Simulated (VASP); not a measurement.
# Ag (Pm-3m) in VASP: a series of runs

The runs below take Ag through single point, with PBE.

Program: VASP 6.6.1. These are calculated values, not measurements. Logs are shortened: lines on timing, memory, paths and dates and some standing lists are left out, and cuts for length are marked.

### 1 The cell of the first run

Symmetry: Pm-3m, No. 221, cubic system. The conventional cell has a = 2.752 Å, b = 2.752 Å, c = 2.752 Å, α = 90.00°, β = 90.00°, γ = 90.00°. Within 3.6 Å of Ag (site symmetry m-3m) lie 6 Ag at 2.75 Å.

### 2 Single point, PBE

Contents of INCAR:

```
PREC = Accurate
ENCUT = 520
EDIFF = 1E-6
ISMEAR = -1
SIGMA = 0.1
LREAL = False
LASPH = True
NELM = 80
ALGO = Normal
ISIF = 2
LWAVE = False
LCHARG = False
GGA = PE
NBANDS = 12
```

Contents of KPOINTS:

```
Automatic mesh
0
Gamma
  13 13 13
```

Contents of POSCAR:

```
Ag
1.0
    2.7521713490      0.0000000000      0.0000000000
    0.0000000000      2.7521713490      0.0000000000
    0.0000000000      0.0000000000      2.7521713490
Ag
1
Direct
    0.0000000000      0.0000000000      0.0000000000
```

Potentials or basis: VASP PAW PBE potentials, release 64 (Ag).

Launch:

```bash
$ cat potpaw_PBE.64/Ag/POTCAR > POTCAR
$ mpirun -np 1 vasp_std > vasp.out
```

OUTCAR:

```text
PREC = Accurate
   ENCUT = 520
   EDIFF = 1E-6
   ISMEAR = -1
   LREAL = False
   LASPH = True
   NELM = 80
   ISIF = 2
   GGA = PE

 ion  position               nearest neighbor table
   1  0.000  0.000  0.000-

  LATTYP: Found a simple cubic cell.
 ALAT       =     2.7521713490

  Lattice vectors:

 A1 = (   2.7521713490,   0.0000000000,   0.0000000000)
 A2 = (   0.0000000000,   2.7521713490,   0.0000000000)
 A3 = (   0.0000000000,   0.0000000000,   2.7521713490)

Analysis of symmetry for initial positions (statically):
=====================================================================
 Subroutine PRICEL returns:
 Original cell was already a primitive cell.

 Routine SETGRP: Setting up the symmetry group for a
 simple cubic supercell.

 Subroutine GETGRP returns: Found 48 space group operations
 (whereof 48 operations were pure point group operations)
 out of a pool of 48 trial point group operations.

The static configuration has the point symmetry O_h .

Analysis of symmetry for dynamics (positions and initial velocities):
=====================================================================
 Subroutine PRICEL returns:
 Original cell was already a primitive cell.

 Routine SETGRP: Setting up the symmetry group for a
 simple cubic supercell.

 Subroutine GETGRP returns: Found 48 space group operations
 (whereof 48 operations were pure point group operations)
 out of a pool of 48 trial point group operations.

The dynamic configuration has the point symmetry O_h .

 Subroutine INISYM returns: Found 48 space group operations
 (whereof 48 operations are pure point group operations),
 and found     1 'primitive' translations

----------------------------------------------------------------------------------------

                                     Primitive cell

  volume of cell :      20.8462

  direct lattice vectors                    reciprocal lattice vectors
     2.752171349  0.000000000  0.000000000     0.363349470  0.000000000  0.000000000
     0.000000000  2.752171349  0.000000000     0.000000000  0.363349470  0.000000000
     0.000000000  0.000000000  2.752171349     0.000000000  0.000000000  0.363349470

  length of vectors
     2.752171349  2.752171349  2.752171349     0.363349470  0.363349470  0.363349470

  position of ions in fractional coordinates (direct lattice)
     0.000000000  0.000000000  0.000000000
[... 80 lines left out ...]
   IBRION =     -1    ionic relax: 0-MD 1-quasi-New 2-CG
   NFREE  =      0    steps in history (QN), initial steepest desc. (CG)
   ISIF   =      2    stress and relaxation
   ISYM   =      2    0-nonsym 1-usesym 2-fastsym
   POTIM  = 0.5000    time-step for ionic-motion
   TEBEG  =    0.0;   TEEND  =   0.0 temperature during run
   PSTRESS=    0.0 pullay stress
   NELECT =      11.0000    total number of electrons
   NUPDOWN=      -1.0000    fix difference up-down
   EMIN   =  10.00;   EMAX   =-10.00  energy-range for DOS
   EFERMI =   0.00;   METHOD = LEGACY
   ISMEAR =    -1;   SIGMA  =   0.10  broadening in eV -4-tet -1-fermi 0-gaus
   EFERMI_NEDOS =   21; number of points for ismear=-14 and -15
   IALGO  =     38    algorithm
   IMIX   =      4    mixing-type and parameters
     AMIX     =   0.40;   BMIX     =  1.00
     AMIX_MAG =   1.60;   BMIX_MAG =  1.00
  volume/ion in A,a.u.               =      20.85       140.68
  Fermi-wavevector in a.u.,A,eV,Ry     =   1.322910  2.499937 23.811427  1.750091
  Thomas-Fermi vector in A             =   2.452557
   LORBIT       =      0    0 simple, 1 ext, 2 COOP (PROOUT), +10 PAW based schemes
   GGA     = PE    functional components
   LHFCALC =     F    Hartree Fock is set to
   AEXX    =    0.0000 exact exchange contribution
   IVDW    =     0    specifies the selected vdW correction
   LEPSILON=     F    determine dielectric tensor
   LRPA    =     F    only Hartree local field effects (RPA)
 non-spin polarized calculation
  energy-cutoff  :      520.00
  volume of cell :       20.85
 maximum number of plane-waves:       587
   NGX = 11   NGY = 11   NGZ = 11

 number of electron      11.0000012 magnetization

 Free energy of the ion-electron system (eV)
  ---------------------------------------------------
  ext. energy  EPLUGINS =         0.00000000
  ---------------------------------------------------
  free energy    TOTEN  =        -2.39037509 eV

  energy without entropy =       -2.38001217  energy(sigma->0) =       -2.38519363

 E-fermi :   5.8967     XC(G=0): -10.9597

 val. band max:        5.8864261272   @ k =   0.4615   0.1538   0.0000
 cond. band min:       5.9214105511   @ k =   0.3846   0.3077   0.0769
 fundamental gap:      0.0349844238
 Fermi energy:         5.8966738132

 k-point     1 :       0.0000    0.0000    0.0000
  band No.  band energies     occupation
      1      -0.4546      2.00000
      2       0.2017      2.00000
      3       0.2017      2.00000
      4       3.0847      2.00000
      5       3.0847      2.00000
      6       3.0847      2.00000
      7      19.7757      0.00000
      8      19.7757      0.00000
      9      19.7757      0.00000
     10      24.8190      0.00000
     11      24.8190      0.00000
     12      25.2269      0.00000
[... 331 lines left out ...]
 k-point    24 :       0.3846    0.3077    0.0000
  band No.  band energies     occupation
      1       0.7714      2.00000
      2       0.8292      2.00000
      3       2.3646      2.00000
      4       2.5191      2.00000
      5       2.5614      2.00000
      6       5.7588      1.59746
      7      11.0368      0.00000
      8      15.4110      0.00000
      9      19.8020      0.00000
     10      25.5000      0.00000
     11      26.6180      0.00000
     12      28.6280      0.00000

 [... further k-points ...]

------------------------ aborting loop because EDIFF is reached ----------------------------------------

  FORCE on cell =-STRESS in cart. coord.  units (eV):
  Direction    XX          YY          ZZ          XY          YZ          ZX
  --------------------------------------------------------------------------------------
  -------------------------------------------------------------------------------------
  Total       -0.0262006     -0.0262006     -0.0262006      0.0000000     -0.0000000      0.0000000
  in kB       -2.0137061     -2.0137061     -2.0137061      0.0000000     -0.0000000      0.0000000
  external PRESSURE =      -2.0137061 kB  Pullay stress =       0.0000000 kB

 VOLUME and BASIS-vectors are now :
 -----------------------------------------------------------------------------
  energy-cutoff  :      520.00
  volume of cell :       20.85
      direct lattice vectors                 reciprocal lattice vectors
     2.752171349  0.000000000  0.000000000     0.363349470  0.000000000  0.000000000
     0.000000000  2.752171349  0.000000000     0.000000000  0.363349470  0.000000000
     0.000000000  0.000000000  2.752171349     0.000000000  0.000000000  0.363349470

 POSITION                                       TOTAL-FORCE (eV/Angst)
 -----------------------------------------------------------------------------------
      0.00000      0.00000      0.00000         0.000000      0.000000      0.000000
 -----------------------------------------------------------------------------------
    total drift:                                0.000000      0.000000      0.000000

  FREE ENERGIE OF THE ION-ELECTRON SYSTEM (eV)
  ---------------------------------------------------
  free  energy   TOTEN  =        -2.3903750890 eV

  energy  without entropy=       -2.3800121650  energy(sigma->0) =       -2.38519363
```

OSZICAR:

```text
N       E                     dE             d eps       ncg     rms          rms(c)
DAV:   1     0.521489719667E+02    0.52149E+02   -0.53402E+03  2056   0.799E+02
DAV:   2    -0.179862981504E+01   -0.53948E+02   -0.50554E+02  2300   0.187E+02
DAV:   3    -0.258221266248E+01   -0.78358E+00   -0.78318E+00  2360   0.244E+01
DAV:   4    -0.258504867907E+01   -0.28360E-02   -0.28359E-02  2232   0.152E+00
DAV:   5    -0.258507744713E+01   -0.28768E-04   -0.28768E-04  2396   0.143E-01    0.377E+00
DAV:   6    -0.239795031035E+01    0.18713E+00   -0.77814E-01  2228   0.768E+00    0.258E+00
DAV:   7    -0.239259742547E+01    0.53529E-02   -0.55516E-03  2280   0.707E-01    0.149E+00
DAV:   8    -0.239035747633E+01    0.22399E-02   -0.87245E-04  2308   0.224E-01    0.547E-02
DAV:   9    -0.239036894608E+01   -0.11470E-04   -0.11303E-05  2260   0.245E-02    0.138E-02
DAV:  10    -0.239037538951E+01   -0.64434E-05   -0.54738E-06  2328   0.204E-02    0.284E-03
DAV:  11    -0.239037508897E+01    0.30055E-06   -0.12319E-07  1208   0.297E-03
   1 F= -.23903751E+01 E0= -.23851936E+01  d E =-.103629E-01
```

Wall time 5.6 s (1 thread of Intel Xeon 6975P-C, shared host); peak memory 0.14 GiB.

What came out:

| Item | Value |
| --- | --- |
| Free energy | -2.3904 eV |
| Pressure | -0.2 GPa |

### 3 Single point, PBE (volume scaled by 1.04)

Contents of INCAR:

```
SYSTEM = Ag
PREC = Accurate
ENCUT = 520
EDIFF = 1E-7
ISMEAR = -1
SIGMA = 0.1
LREAL = .False.
LASPH = .True.
NELM = 60
ALGO = Normal
ISIF = 2
LWAVE = .False.
LCHARG = .False.
GGA = PE
NBANDS = 12
```

Contents of KPOINTS:

```
Automatic mesh
0
Gamma
  13 13 13
  0 0 0
```

Contents of POSCAR:

```
Ag
1.0
    2.7883882832      0.0000000000      0.0000000000
    0.0000000000      2.7883882832      0.0000000000
    0.0000000000      0.0000000000      2.7883882832
Ag
1
Direct
    0.0000000000      0.0000000000      0.0000000000
```

Potentials or basis: VASP PAW PBE potentials, release 64 (Ag).

Launch:

```bash
$ cat potpaw_PBE.64/Ag/POTCAR > POTCAR
$ mpirun -np 1 vasp_std > vasp.out
```

Wall time 6.4 s (1 thread of Intel Xeon 6975P-C, shared host); peak memory 0.15 GiB.

It converged, with:

* Free energy: -2.3834 eV
* Pressure: -2.5 GPa

Levels at points of the mesh, in eV from the Fermi level:
| k point | band 4 | band 5 | band 6 | band 7 | band 8 | band 9 |
| --- | --- | --- | --- | --- | --- | --- |
| (0.00, 0.00, 0.00) | -2.83 | -2.83 | -2.83 | 13.58 | 13.58 | 13.58 |
